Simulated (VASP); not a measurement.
# AlRu (P4/mmm) in VASP: a series of runs, part 2 of 2

VASP 6.6.1.

## (3) Single point, PBEsol (strain -0.015 along x and y, +0.015 along z)

INCAR reads:

```
ALGO = Fast
EDIFF = 1E-6
ENCUT = 520
GGA = PS
ISIF = 2
ISMEAR = 0
LASPH = True
LCHARG = False
LREAL = False
LWAVE = False
NBANDS = 16
NELM = 80
PREC = Accurate
SIGMA = 0.15
```

KPOINTS reads:

```
k-points
0
Gamma
  20 20 20
```

POSCAR reads:

```
AlRu
1.0
    2.9317617045      0.0000000000      0.0000000000
    0.0000000000      2.9317617045      0.0000000000
    0.0000000000      0.0000000000      3.0210539391
Al Ru
1 1
Direct
    0.0000000000      0.0000000000      0.0000000000
    0.5000000000      0.5000000000      0.5000000000
```

Potentials or basis: VASP PAW PBE potentials, release 64 (Al, Ru_pv).

Run with:

```
> cat potpaw_PBE.64/Al/POTCAR potpaw_PBE.64/Ru_pv/POTCAR > POTCAR
> mpirun -np 1 vasp_std > vasp.out
```

It took 1.7 min on 1 thread of Intel Xeon 6975P-C (Granite Rapids), shared host; peak memory 0.38 GiB.

Results (log left out):

- Free energy: -15.5143 eV
- Pressure: 3.6 GPa
- Band gap on the k mesh: zero (an odd number of electrons rules out a gap without spin polarisation)

Stress tensor (GPa, compression positive):
```
 5.38  0.00  0.00
 0.00  5.38  0.00
 0.00  0.00 -0.11
```

Levels at points of the mesh, in eV from the Fermi level:
| k point | band 7 | band 8 | band 9 | band 10 | band 11 | band 12 |
| --- | --- | --- | --- | --- | --- | --- |
| (0.00, 0.00, 0.00) | 0.14 | 0.14 | 0.33 | 5.61 | 6.53 | 6.53 |
| (0.50, 0.00, 0.00) | -1.92 | -1.56 | 0.43 | 2.58 | 7.40 | 10.64 |
| (0.50, 0.50, 0.00) | -1.42 | -1.28 | -1.28 | 1.74 | 5.76 | 6.72 |
| (0.00, 0.00, 0.50) | -1.54 | -1.54 | 0.56 | 2.03 | 7.46 | 11.42 |
| (0.50, 0.00, 0.50) | -1.34 | -1.18 | -1.08 | 1.52 | 5.36 | 6.52 |
| (0.50, 0.50, 0.50) | 1.58 | 1.82 | 2.79 | 4.04 | 4.24 | 4.24 |

Caveat: the cell differs from its parent crystal (strain -0.015 along x and y, +0.015 along z); the cell stands under pressure; the PAW data sets were made with another functional, which shifts forces and pressure a little.

## (4) Single point, PBEsol (strain -0.015 along x and y, +0.030 along z)

INCAR reads:

```
  PREC = Accurate
  ENCUT = 520
  EDIFF = 1E-7
  ISMEAR = 0
  SIGMA = 0.15
  LREAL = False
  LASPH = True
  NELM = 100
  ALGO = Fast
  ISIF = 2
  LWAVE = False
  LCHARG = True
  GGA = PS
  LELF = True
  LVHAR = True
  NBANDS = 16
```

KPOINTS reads:

```
Automatic mesh
0
Gamma
  20 20 20
```

POSCAR, as its differences from that of step 3:

```diff
@@ -4,3 +4,3 @@
     0.0000000000      2.9317617045      0.0000000000
-    0.0000000000      0.0000000000      3.0210539391
+    0.0000000000      0.0000000000      3.0657000565
 Al Ru
```

Potentials or basis: VASP PAW PBE potentials, release 64 (Al, Ru_pv).

Run with:

```
> cat potpaw_PBE.64/Al/POTCAR potpaw_PBE.64/Ru_pv/POTCAR > POTCAR
> mpirun -np 1 vasp_std > vasp.out
```

OUTCAR:

```text
PREC = Accurate
   ENCUT = 520
   EDIFF = 1E-7
   ISMEAR = 0
   LREAL = False
   LASPH = True
   NELM = 100
   ISIF = 2
   GGA = PS

 ion  position               nearest neighbor table
   1  0.000  0.000  0.000-   2 2.58   2 2.58   2 2.58   2 2.58   2 2.58   2 2.58   2 2.58   2 2.58

   2  0.500  0.500  0.500-   1 2.58   1 2.58   1 2.58   1 2.58   1 2.58   1 2.58   1 2.58   1 2.58

  LATTYP: Found a simple tetragonal cell.
 ALAT       =     2.9317617045
 C/A-ratio  =     1.0456852792

  Lattice vectors:

 A1 = (   2.9317617045,   0.0000000000,   0.0000000000)
 A2 = (   0.0000000000,   2.9317617045,   0.0000000000)
 A3 = (   0.0000000000,   0.0000000000,   3.0657000565)

Analysis of symmetry for initial positions (statically):
=====================================================================
 Subroutine PRICEL returns:
 Original cell was already a primitive cell.

 Routine SETGRP: Setting up the symmetry group for a
 simple tetragonal supercell.

 Subroutine GETGRP returns: Found 16 space group operations
 (whereof 16 operations were pure point group operations)
 out of a pool of 16 trial point group operations.

The static configuration has the point symmetry D_4h.

Analysis of symmetry for dynamics (positions and initial velocities):
=====================================================================
 Subroutine PRICEL returns:
 Original cell was already a primitive cell.

 Routine SETGRP: Setting up the symmetry group for a
 simple tetragonal supercell.

 Subroutine GETGRP returns: Found 16 space group operations
 (whereof 16 operations were pure point group operations)
 out of a pool of 16 trial point group operations.

The dynamic configuration has the point symmetry D_4h.

 Subroutine INISYM returns: Found 16 space group operations
 (whereof 16 operations are pure point group operations),
 and found     1 'primitive' translations
[... 112 lines left out ...]
   IALGO  =     68    algorithm
   IMIX   =      4    mixing-type and parameters
     AMIX     =   0.40;   BMIX     =  1.00
     AMIX_MAG =   1.60;   BMIX_MAG =  1.00
  volume/ion in A,a.u.               =      13.18        88.91
  Fermi-wavevector in a.u.,A,eV,Ry     =   1.414584  2.673177 27.225917  2.001048
  Thomas-Fermi vector in A             =   2.536111
   LORBIT       =      0    0 simple, 1 ext, 2 COOP (PROOUT), +10 PAW based schemes
   GGA     = PS    functional components
   LHFCALC =     F    Hartree Fock is set to
   AEXX    =    0.0000 exact exchange contribution
   IVDW    =     0    specifies the selected vdW correction
   LEPSILON=     F    determine dielectric tensor
   LRPA    =     F    only Hartree local field effects (RPA)
 non-spin polarized calculation
 RMM-DIIS sequential band-by-band and
 Gauss-broadening in eV      SIGMA  =   0.15
  energy-cutoff  :      520.00
  volume of cell :       26.35
 maximum number of plane-waves:       731
 NGX is ok and might be reduce to    24
   NGX = 11   NGY = 11   NGZ = 11

 number of electron      17.0000001 magnetization

 Free energy of the ion-electron system (eV)
  ---------------------------------------------------
  ext. energy  EPLUGINS =         0.00000000
  ---------------------------------------------------
  free energy    TOTEN  =       -15.50866971 eV

  energy without entropy =      -15.49082187  energy(sigma->0) =      -15.49974579

 E-fermi :  10.8354     XC(G=0): -12.7693

 val. band max:       10.8349872682   @ k =   0.3000   0.1000   0.0500
 cond. band min:      10.8355473863   @ k =   0.2500   0.1000   0.0000
 fundamental gap:      0.0005601181
 Fermi energy:        10.8354252423

 k-point     1 :       0.0000    0.0000    0.0000
  band No.  band energies     occupation
      1     -30.9285      2.00000
      2     -30.8714      2.00000
      3     -30.8714      2.00000
      4       1.0432      2.00000
      5       7.1236      2.00000
      6       7.1544      2.00000
[... 433 lines left out ...]
      3     -30.8884      2.00000
      4       2.0097      2.00000
      5       7.4398      2.00000
      6       7.5114      2.00000
[... 8 lines left out ...]
     15      24.0878      0.00000
     16      27.9106      0.00000

 [... further k-points ...]

------------------------ aborting loop because EDIFF is reached ----------------------------------------

  FORCE on cell =-STRESS in cart. coord.  units (eV):
  Direction    XX          YY          ZZ          XY          YZ          ZX
  --------------------------------------------------------------------------------------
  -------------------------------------------------------------------------------------
  Total        0.4931406      0.4931406     -0.7833292      0.0000000      0.0000000      0.0000000
  in kB       29.9843322     29.9843322    -47.6286065      0.0000000      0.0000000      0.0000000
  external PRESSURE =       4.1133526 kB  Pullay stress =       0.0000000 kB

 VOLUME and BASIS-vectors are now :
 -----------------------------------------------------------------------------
  energy-cutoff  :      520.00
  volume of cell :       26.35
      direct lattice vectors                 reciprocal lattice vectors
     2.931761704  0.000000000  0.000000000     0.341091842  0.000000000  0.000000000
     0.000000000  2.931761704  0.000000000     0.000000000  0.341091842  0.000000000
     0.000000000  0.000000000  3.065700056     0.000000000  0.000000000  0.326189771

 POSITION                                       TOTAL-FORCE (eV/Angst)
 -----------------------------------------------------------------------------------
      0.00000      0.00000      0.00000         0.000000      0.000000      0.000000
      1.46588      1.46588      1.53285         0.000000      0.000000      0.000000
 -----------------------------------------------------------------------------------
    total drift:                                0.000000     -0.000000     -0.000000

  FREE ENERGIE OF THE ION-ELECTRON SYSTEM (eV)
  ---------------------------------------------------
  free  energy   TOTEN  =       -15.5086697098 eV

  energy  without entropy=      -15.4908218699  energy(sigma->0) =      -15.49974579
```

Run time: 1.8 min. Hardware: 1 thread of Intel Xeon 6975P-C (Granite Rapids), shared host; peak memory 0.39 GiB.

Results:

* Free energy: -15.5087 eV
* Pressure: 0.4 GPa
* Band gap on the k mesh: zero (an odd number of electrons rules out a gap without spin polarisation)

Caveat: the cell differs from its parent crystal (strain -0.015 along x and y, +0.030 along z); the PAW data sets were made with another functional, which shifts forces and pressure a little.

## (5) The runs side by side

| cell | further INCAR settings | gap on the mesh (eV) | pressure (GPa) |
| --- | --- | --- | --- |
| a = 2.976, b = 2.976, c = 2.932 Å, 2 atoms | ALGO = Fast; EDIFF = 1e-06; NBANDS = 16 | none | 3.5 |
| a = 2.932, b = 2.932, c = 3.021 Å, 2 atoms | ALGO = Fast; EDIFF = 1e-06; NBANDS = 16 | none | 3.6 |
| a = 2.932, b = 2.932, c = 3.066 Å, 2 atoms | ALGO = Fast; EDIFF = 1e-07; NBANDS = 16 | none | 0.4 |

Alike in all rows: task single point; level PBEsol; potentials or basis VASP PAW PBE potentials, release 64 (Al, Ru_pv); no spin polarisation; k mesh 20 × 20 × 20; cutoff (eV) 520; smearing gaussian 0.15 eV.

Caveats: the PAW data sets were made with another functional, which shifts forces and pressure a little; the cell stands under pressure (at least some runs).

Absolute energies hang on the potentials; compare differences alone.
